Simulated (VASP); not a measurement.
# Ag (P6/mmm) in VASP: further runs

Ag is run at these levels: PBE; tasks: single point, relaxation of cell and atoms.

Program: VASP 6.6.1. These are calculated values, not measurements. Logs are shortened: lines on timing, memory, paths and dates and some standing lists are left out, and cuts for length are marked.

### 1 The cell of the first run

The structure is hexagonal, space group P6/mmm (No. 191). Conventional cell: a = 2.360 Å, b = 2.360 Å, c = 2.264 Å, α = 90.00°, β = 90.00°, γ = 120.00°. Ag (site symmetry 6/mmm) has 8 Ag at 2.26 to 2.36 Å within 3.0 Å.

This isn't the form of Ag at room conditions, which is fcc.

### 2 Single point, PBE

Input file INCAR:

```
PREC = Accurate
ENCUT = 630
EDIFF = 1E-6
ISMEAR = -1
SIGMA = 0.1
LREAL = F
LASPH = T
NELM = 120
ALGO = Normal
ISIF = 2
LWAVE = F
LCHARG = T
GGA = PE
LELF = T
LVHAR = T
NBANDS = 16
GGA_COMPAT = F
```

Input file KPOINTS:

```
regular mesh
0
Gamma
  18 18 17
```

Input file POSCAR:

```
Ag
1.0
    2.3603650849      0.0000000000      0.0000000000
   -1.1801825425      2.0441361258      0.0000000000
    0.0000000000      0.0000000000      2.2635563267
Ag
1
Direct
    0.0000000000      0.0000000000      0.0000000000
```

Potentials or basis: VASP PAW PBE potentials, release 64 (Ag_sv_GW).

Run with:

```console
$ cat potpaw_PBE.64/Ag_sv_GW/POTCAR > POTCAR
$ mpirun -np 1 vasp_std > vasp.out
```

OUTCAR:

```text
PREC = Accurate
   ENCUT = 630
   EDIFF = 1E-6
   ISMEAR = -1
   LREAL = F
   LASPH = T
   NELM = 120
   ISIF = 2
   GGA = PE

 ion  position               nearest neighbor table
   1  0.000  0.000  0.000-

  LATTYP: Found a hexagonal cell.
 ALAT       =     2.3603650849
 C/A-ratio  =     0.9589856845

  Lattice vectors:

 A1 = (   2.3603650849,   0.0000000000,   0.0000000000)
 A2 = (  -1.1801825425,   2.0441361258,   0.0000000000)
 A3 = (   0.0000000000,   0.0000000000,   2.2635563267)

Analysis of symmetry for initial positions (statically):
=====================================================================
 Subroutine PRICEL returns:
 Original cell was already a primitive cell.

 Routine SETGRP: Setting up the symmetry group for a
 hexagonal supercell.

 Subroutine GETGRP returns: Found 24 space group operations
 (whereof 24 operations were pure point group operations)
 out of a pool of 24 trial point group operations.

The static configuration has the point symmetry D_6h.

Analysis of symmetry for dynamics (positions and initial velocities):
=====================================================================
 Subroutine PRICEL returns:
 Original cell was already a primitive cell.

 Routine SETGRP: Setting up the symmetry group for a
 hexagonal supercell.

 Subroutine GETGRP returns: Found 24 space group operations
 (whereof 24 operations were pure point group operations)
 out of a pool of 24 trial point group operations.

The dynamic configuration has the point symmetry D_6h.

 Subroutine INISYM returns: Found 24 space group operations
 (whereof 24 operations are pure point group operations),
 and found     1 'primitive' translations

----------------------------------------------------------------------------------------

                                     Primitive cell

  volume of cell :      10.9214

  direct lattice vectors                    reciprocal lattice vectors
     2.360365085  0.000000000  0.000000000     0.423663274  0.244602105  0.000000000
    -1.180182543  2.044136126  0.000000000     0.000000000  0.489204211  0.000000000
     0.000000000  0.000000000  2.263556327     0.000000000  0.000000000  0.441782689

  length of vectors
     2.360365085  2.360365085  2.263556327     0.489204211  0.489204211  0.441782689

  position of ions in fractional coordinates (direct lattice)
     0.000000000  0.000000000  0.000000000

  ion indices of the primitive-cell ions
   primitive index   ion index
                 1           1

----------------------------------------------------------------------------------------

 KPOINTS: regular mesh

Automatic generation of k-mesh.
 Grid dimensions read from file:
 generate k-points for:   18   18   17

 Generating k-lattice:

  Cartesian coordinates                     Fractional coordinates (reciprocal lattice)
     0.023536849  0.013589006  0.000000000     0.055555556  0.000000000  0.000000000
     0.000000000  0.027178012  0.000000000     0.000000000  0.055555556  0.000000000
     0.000000000  0.000000000  0.025987217     0.000000000  0.000000000  0.058823529

  Length of vectors
     0.027178012  0.027178012  0.025987217

  Shift w.r.t. Gamma in fractional coordinates (k-lattice)
     0.000000000  0.000000000  0.000000000

 Subroutine IBZKPT returns following result:
 ===========================================

 Found    333 irreducible k-points:

 Following reciprocal coordinates:
            Coordinates               Weight
  0.000000  0.000000  0.000000      1.000000
  0.055556 -0.000000  0.000000      6.000000
  0.111111 -0.000000  0.000000      6.000000
  0.166667  0.000000  0.000000      6.000000
  0.222222 -0.000000  0.000000      6.000000
  0.277778 -0.000000  0.000000      6.000000
[... 16 lines left out ...]
  0.333333  0.111111  0.000000     12.000000
  0.388889  0.111111  0.000000     12.000000
 [... further k-points ...]
   k-points           NKPTS =    333   k-points in BZ     NKDIM =    333   number of bands    NBANDS=     16
   number of dos      NEDOS =    301   number of ions     NIONS =      1
   total plane-waves  NPLWV =   8000
   dimension x,y,z NGX =    20 NGY =   20 NGZ =   20
   dimension x,y,z NGXF=    40 NGYF=   40 NGZF=   40
   ions per type =               1
   NGX,Y,Z   is equivalent  to a cutoff of  14.09, 14.09, 14.69 a.u.
   NGXF,Y,Z  is equivalent  to a cutoff of  28.17, 28.17, 29.38 a.u.
 SYSTEM =  unknown system
   PREC   = accura    normal or accurate (medium, high low for compatibility)
   ISTART =      0    job   : 0-new  1-cont  2-samecut
   ICHARG =      2    charge: 1-file 2-atom 10-const
   ISPIN  =      1    spin polarized calculation?
   LNONCOLLINEAR =      F non collinear calculations
   LSORBIT =      F    spin-orbit coupling
   LASPH  =      T    aspherical Exc in radial PAW
   ENCUT  =  630.0 eV  46.30 Ry    6.80 a.u.   4.83  4.83  4.63*2*pi/ulx,y,z
   NELM   =    120;   NELMIN=  2; NELMDL= -5     # of ELM steps
   EDIFF  = 0.1E-05   stopping-criterion for ELM
   LREAL  =      F    real-space projection
   EDIFFG = 0.1E-04   stopping-criterion for IOM
   NSW    =      0    number of steps for IOM
   IBRION =     -1    ionic relax: 0-MD 1-quasi-New 2-CG
   NFREE  =      0    steps in history (QN), initial steepest desc. (CG)
   ISIF   =      2    stress and relaxation
   ISYM   =      2    0-nonsym 1-usesym 2-fastsym
   POTIM  = 0.5000    time-step for ionic-motion
   TEBEG  =    0.0;   TEEND  =   0.0 temperature during run
   PSTRESS=    0.0 pullay stress
   NELECT =      19.0000    total number of electrons
   NUPDOWN=      -1.0000    fix difference up-down
   EMIN   =  10.00;   EMAX   =-10.00  energy-range for DOS
   EFERMI =   0.00;   METHOD = LEGACY
   ISMEAR =    -1;   SIGMA  =   0.10  broadening in eV -4-tet -1-fermi 0-gaus
   EFERMI_NEDOS =   21; number of points for ismear=-14 and -15
   IALGO  =     38    algorithm
   IMIX   =      4    mixing-type and parameters
     AMIX     =   0.40;   BMIX     =  1.00
     AMIX_MAG =   1.60;   BMIX_MAG =  1.00
  volume/ion in A,a.u.               =      10.92        73.70
  Fermi-wavevector in a.u.,A,eV,Ry     =   1.968941  3.720758 52.746070  3.876727
  Thomas-Fermi vector in A             =   2.992059
   LORBIT       =      0    0 simple, 1 ext, 2 COOP (PROOUT), +10 PAW based schemes
[... 32 lines left out ...]
      1     -79.3052      2.00000
      2     -42.2193      2.00000
      3     -42.2193      2.00000
      4     -42.1860      2.00000
      5       2.9459      2.00000
      6       3.9587      2.00000
[... 8 lines left out ...]
     15      41.9835      0.00000
     16      45.8884      0.00000

 k-point     2 :       0.0556   -0.0000    0.0000
  band No.  band energies     occupation
      1     -79.2998      2.00000
      2     -42.2544      2.00000
      3     -42.2274      2.00000
      4     -42.1822      2.00000
      5       3.0988      2.00000
      6       4.0076      2.00000
[... 8 lines left out ...]
     15      42.2638      0.00000
     16      46.3180      0.00000

 k-point     3 :       0.1111   -0.0000    0.0000
  band No.  band energies     occupation
      1     -79.2841      2.00000
      2     -42.3550      2.00000
      3     -42.2509      2.00000
      4     -42.1712      2.00000
      5       3.5233      2.00000
      6       4.1564      2.00000
[... 8 lines left out ...]
     15      42.1385      0.00000
     16      47.2556      0.00000

 k-point     4 :       0.1667    0.0000    0.0000
  band No.  band energies     occupation
      1     -79.2600      2.00000
      2     -42.5078      2.00000
      3     -42.2866      2.00000
      4     -42.1543      2.00000
      5       4.0648      2.00000
      6       4.4196      2.00000
[... 8 lines left out ...]
     15      41.5494      0.00000
     16      47.9240      0.00000

 k-point     5 :       0.2222   -0.0000    0.0000
  band No.  band energies     occupation
      1     -79.2304      2.00000
      2     -42.6931      2.00000
      3     -42.3303      2.00000
      4     -42.1336      2.00000
      5       4.4719      2.00000
      6       4.6576      2.00000
[... 8 lines left out ...]
     15      40.8607      0.00000
     16      47.6076      0.00000

 k-point     6 :       0.2778   -0.0000    0.0000
  band No.  band energies     occupation
      1     -79.1987      2.00000
      2     -42.8877      2.00000
      3     -42.3765      2.00000
      4     -42.1115      2.00000
      5       4.5213      2.00000
      6       4.7972      2.00000
[... 8 lines left out ...]
     15      40.3827      0.00000
     16      46.8761      0.00000

 k-point     7 :       0.3333    0.0000    0.0000
  band No.  band energies     occupation
      1     -79.1689      2.00000
      2     -43.0684      2.00000
      3     -42.4197      2.00000
      4     -42.0907      2.00000
      5       4.2089      2.00000
      6       5.0931      2.00000
[... 8 lines left out ...]
     15      40.2399      0.00000
     16      46.4615      0.00000

 k-point     8 :       0.3889    0.0000    0.0000
  band No.  band energies     occupation
      1     -79.1444      2.00000
      2     -43.2141      2.00000
      3     -42.4547      2.00000
      4     -42.0736      2.00000
      5       3.9164      2.00000
      6       5.3401      2.00000
[... 8 lines left out ...]
     15      40.2203      0.00000
     16      45.5216      0.00000

 k-point     9 :       0.4444   -0.0000    0.0000
  band No.  band energies     occupation
      1     -79.1284      2.00000
      2     -43.3085      2.00000
      3     -42.4775      2.00000
      4     -42.0625      2.00000
      5       3.7206      2.00000
      6       5.5057      2.00000
[... 8 lines left out ...]
     15      40.1854      0.00000
     16      44.9746      0.00000
[... 172 lines left out ...]
 k-point    19 :       0.1111    0.1111    0.0000
  band No.  band energies     occupation
      1     -79.2467      2.00000
      2     -42.5794      2.00000
      3     -42.3189      2.00000
      4     -42.1450      2.00000
      5       4.2985      2.00000
      6       4.7347      2.00000
[... 8 lines left out ...]
     15      40.5642      0.00000
     16      48.0854      0.00000

 k-point    20 :       0.1667    0.1111    0.0000
  band No.  band energies     occupation
      1     -79.2188      2.00000
      2     -42.7396      2.00000
      3     -42.3734      2.00000
      4     -42.1255      2.00000
      5       4.5993      2.00000
      6       5.2325      2.00000
[... 8 lines left out ...]
     15      39.5956      0.00000
     16      47.1472      0.00000

 k-point    21 :       0.2222    0.1111    0.0000
  band No.  band energies     occupation
      1     -79.1890      2.00000
      2     -42.9076      2.00000
      3     -42.4320      2.00000
      4     -42.1047      2.00000
      5       4.8701      2.00000
      6       5.0966      2.00000
[... 8 lines left out ...]
     15      40.0858      0.00000
     16      46.4490      0.00000

 k-point    22 :       0.2778    0.1111    0.0000
  band No.  band energies     occupation
      1     -79.1609      2.00000
      2     -43.0635      2.00000
      3     -42.4870      2.00000
      4     -42.0851      2.00000
      5       4.7042      2.00000
      6       5.1757      2.00000
[... 8 lines left out ...]
     15      41.2269      0.00000
     16      46.1174      0.00000

 k-point    23 :       0.3333    0.1111    0.0000
  band No.  band energies     occupation
      1     -79.1379      2.00000
      2     -43.1894      2.00000
      3     -42.5317      2.00000
      4     -42.0691      2.00000
      5       4.4006      2.00000
      6       5.4006      2.00000
[... 8 lines left out ...]
     15      42.1133      0.00000
     16      44.7232      0.00000

 k-point    24 :       0.3889    0.1111    0.0000
  band No.  band energies     occupation
      1     -79.1229      2.00000
      2     -43.2710      2.00000
      3     -42.5609      2.00000
      4     -42.0587      2.00000
      5       4.2019      2.00000
      6       5.5542      2.00000
[... 8 lines left out ...]
     15      42.4966      0.00000
     16      43.9419      0.00000

 [... further k-points ...]

------------------------ aborting loop because EDIFF is reached ----------------------------------------

  FORCE on cell =-STRESS in cart. coord.  units (eV):
  Direction    XX          YY          ZZ          XY          YZ          ZX
  --------------------------------------------------------------------------------------
  -------------------------------------------------------------------------------------
  Total       14.9865916     14.9865916     14.9875221     -0.0000000      0.0000000      0.0000000
  in kB     2198.5338358   2198.5338360   2198.6703330     -0.0000001      0.0000000      0.0000000
  external PRESSURE =    2198.5793349 kB  Pullay stress =       0.0000000 kB

 VOLUME and BASIS-vectors are now :
 -----------------------------------------------------------------------------
  energy-cutoff  :      630.00
  volume of cell :       10.92
      direct lattice vectors                 reciprocal lattice vectors
     2.360365085  0.000000000  0.000000000     0.423663274  0.244602105  0.000000000
    -1.180182543  2.044136126  0.000000000     0.000000000  0.489204211  0.000000000
     0.000000000  0.000000000  2.263556327     0.000000000  0.000000000  0.441782689

 POSITION                                       TOTAL-FORCE (eV/Angst)
 -----------------------------------------------------------------------------------
      0.00000      0.00000      0.00000         0.000000      0.000000      0.000000
 -----------------------------------------------------------------------------------
    total drift:                               -0.000000      0.000000      0.000000

  FREE ENERGIE OF THE ION-ELECTRON SYSTEM (eV)
  ---------------------------------------------------
  free  energy   TOTEN  =         2.6987220952 eV

  energy  without entropy=        2.7036366955  energy(sigma->0) =        2.70117940
```

Run time: 54 s. Hardware: 1 thread of Intel Xeon Platinum 8375C at 2.90GHz (Ice Lake), shared host; peak memory 0.21 GiB.

Results:

```
Free energy            : 2.6987 eV
Pressure               : 219.9 GPa
Band gap on the k mesh : zero (an odd number of electrons rules out a gap without spin polarisation)
```

Caveat: the cell stands under pressure.

### 3 Relaxation of cell and atoms, PBE, target pressure 220 GPa, at which the enthalpy is minimised

This run uses another cell than the first one, of 10.64 Å³/atom.

Input file INCAR:

```
SYSTEM = Ag
ALGO = Normal ; EDIFF = 1E-6
EDIFFG = -0.005 ; ENCUT = 600
GGA = PE ; IBRION = 2
ISIF = 3 ; ISMEAR = -1
LASPH = .True. ; LCHARG = .False.
LREAL = .False. ; LWAVE = .False.
NELM = 80 ; NSW = 60
PREC = Accurate ; PSTRESS = 2200.0
SIGMA = 0.1
```

Input file KPOINTS:

```
k-points
0
Gamma
  18 18 17
  0 0 0
```

Input file POSCAR:

```
Ag
1.0
    2.3552823456      0.0000000000      0.0000000000
   -1.1776411728      2.0397343443      0.0000000000
    0.0000000000      0.0000000000      2.2139654048
Ag
1
Direct
    0.0000000000      0.0000000000      0.0000000000
```

Potentials or basis: VASP PAW PBE potentials, release 64 (Ag).

Run with:

```console
$ cat potpaw_PBE.64/Ag/POTCAR > POTCAR
$ mpirun -np 1 vasp_std > vasp.out
```

Run time: 61 s. Hardware: 1 thread of Intel Xeon 6975P-C (Granite Rapids), shared host; peak memory 0.18 GiB.

Results (log left out):

- Free energy: 0.6373 eV
- Relaxed volume: 10.90 Å³/atom
- Relaxed cell: a = 2.359 Å, b = 2.359 Å, c = 2.261 Å, α = 90.00°, β = 90.00°, γ = 120.00°
- Space group after relaxing (to 0.1 Å): P6/mmm (No. 191)
- Energy change on relaxing (the run minimises the enthalpy): -399.3 meV/atom
- Ionic steps: 10
- Pressure after relaxing: 220.0 GPa
- Band gap on the k mesh: zero (an odd number of electrons rules out a gap without spin polarisation)

Step by step:
```tsv
step	energy change (eV)	largest force (eV/Å)	pressure (GPa)	volume (Å³)
1	0.0000	0.0000	245.18	10.64
2	-2.3852	0.0000	87.56	13.37
3	-0.5294	0.0000	211.55	11.00
4	-0.4528	0.0000	216.38	10.94
5	-0.4444	0.0000	216.92	10.94
6	-0.1190	0.0000	237.99	10.72
7	-0.3942	0.0000	220.39	10.90
8	-0.3932	0.0000	220.44	10.90
9	-0.4324	0.0000	217.91	10.93
10	-0.3993	0.0000	220.03	10.90
```

Final structure:
```cif
data_structure
_symmetry_space_group_name_H-M 'P 1'
_symmetry_Int_Tables_number 1
_cell_length_a 2.3594
_cell_length_b 2.3594
_cell_length_c 2.2612
_cell_angle_alpha 90.000
_cell_angle_beta 90.000
_cell_angle_gamma 120.000
_cell_volume 10.90
loop_
_atom_site_label
_atom_site_type_symbol
_atom_site_fract_x
_atom_site_fract_y
_atom_site_fract_z
_atom_site_occupancy
Ag1 Ag 0.00000 0.00000 0.00000 1
```

Levels at points of the mesh, in eV from the Fermi level:
```
           k point  band 4  band 5  band 6  band 7  band 8  band 9
(0.00, 0.00, 0.00)   -7.55   -3.16   -3.16   16.20   17.21   25.18
(0.50, 0.00, 0.00)   -3.75   -2.70   -2.03    6.70   15.25   20.17
```

Caveat: the cell is relaxed towards a set pressure, so the run minimises the enthalpy, not the energy.

### 4 Relaxation of cell and atoms, PBE, target pressure 220 GPa, at which the enthalpy is minimised

Input file INCAR:

```
PREC = Accurate ; ENCUT = 600
EDIFF = 1E-6 ; ISMEAR = -1
SIGMA = 0.1 ; LREAL = False
LASPH = True ; NELM = 80
ALGO = Normal ; ISIF = 3
LWAVE = False ; LCHARG = False
GGA = PE ; IBRION = 2
NSW = 32 ; EDIFFG = -0.005
PSTRESS = 2200.0
```

Input file KPOINTS:

```
Automatic mesh
0
Gamma
  18 18 17
```

Input file POSCAR:

```
Ag
1.0
    2.3603650850      0.0000000000      0.0000000000
   -1.1801825425      2.0441361258      0.0000000000
    0.0000000000      0.0000000000      2.2635563267
Ag
1
Direct
    0.0000000000      0.0000000000      0.0000000000
```

Run with:

```console
$ cat potpaw_PBE.64/Ag/POTCAR > POTCAR
$ mpirun -np 1 vasp_std > vasp.out
```

Wall time 34 s (1 thread of Intel Xeon 6975P-C (Granite Rapids), shared host); peak memory 0.17 GiB.

It converged, with:

- Free energy: 0.6357 eV
- Relaxed volume: 10.90 Å³/atom
- Relaxed cell: a = 2.359 Å, b = 2.359 Å, c = 2.261 Å, α = 90.00°, β = 90.00°, γ = 120.00°
- Space group after relaxing (to 0.1 Å): P6/mmm (No. 191)
- Energy change on relaxing (the run minimises the enthalpy): +26.5 meV/atom
- Ionic steps: 6
- Pressure after relaxing: 220.0 GPa
- Band gap on the k mesh: zero (an odd number of electrons rules out a gap without spin polarisation)

Step by step:
| step | energy change (eV) | largest force (eV/Å) | pressure (GPa) | volume (Å³) |
| --- | --- | --- | --- | --- |
| 1 | 0.0000 | 0.0000 | 218.24 | 10.92 |
| 2 | 0.2665 | 0.0000 | 235.52 | 10.73 |
| 3 | 0.0280 | 0.0000 | 220.10 | 10.90 |
| 4 | 0.0274 | 0.0000 | 220.06 | 10.90 |
| 5 | 0.0230 | 0.0000 | 219.72 | 10.90 |
| 6 | 0.0265 | 0.0000 | 219.96 | 10.90 |

Final structure:
```
Ag
1.0
     2.35947    0.00000    0.00000
    -1.17974    2.04336    0.00000
     0.00000    0.00000    2.26125
Ag
1
Direct
  0.00000 0.00000 0.00000
```

Levels at points of the mesh, in eV from the Fermi level:
```
           k point  band 2  band 3  band 4  band 5  band 6  band 7  band 8  band 9
(0.00, 0.00, 0.00)  -10.84   -7.55   -7.55   -3.16   -3.16   16.20   17.21   25.18
(0.50, 0.00, 0.00)   -9.24   -5.96   -3.75   -2.70   -2.03    6.70   15.25   20.17
```

Caveat: the cell is relaxed towards a set pressure, so the run minimises the enthalpy, not the energy.

### 5 The runs side by side

```csv
task,potentials or basis,cell,cutoff (eV),gap on the mesh (eV),pressure (GPa)
single point,"VASP PAW PBE potentials, release 64 (Ag_sv_GW)","a = 2.360, b = 2.360, c = 2.264 Å, angles 90.0, 90.0, 120.0°, 1 atom",630,none,219.9
relaxation of cell and atoms,"VASP PAW PBE potentials, release 64 (Ag)","relaxed to 220 GPa from a = 2.355, b = 2.355, c = 2.214 Å, angles 90.0, 90.0, 120.0°, 1 atom",600,none,220.0
relaxation of cell and atoms,"VASP PAW PBE potentials, release 64 (Ag)","relaxed to 220 GPa from a = 2.360, b = 2.360, c = 2.264 Å, angles 90.0, 90.0, 120.0°, 1 atom",600,none,220.0
```

Alike in all rows: level PBE; no spin polarisation; k mesh 18 × 18 × 17; smearing fermi-dirac 0.1 eV.

Caveats: the cell is relaxed towards a set pressure, so the run minimises the enthalpy, not the energy (at least some runs); the cell stands under pressure (at least some runs).

Total energies depend on the potentials used, so only differences within one code and one set of settings carry meaning.
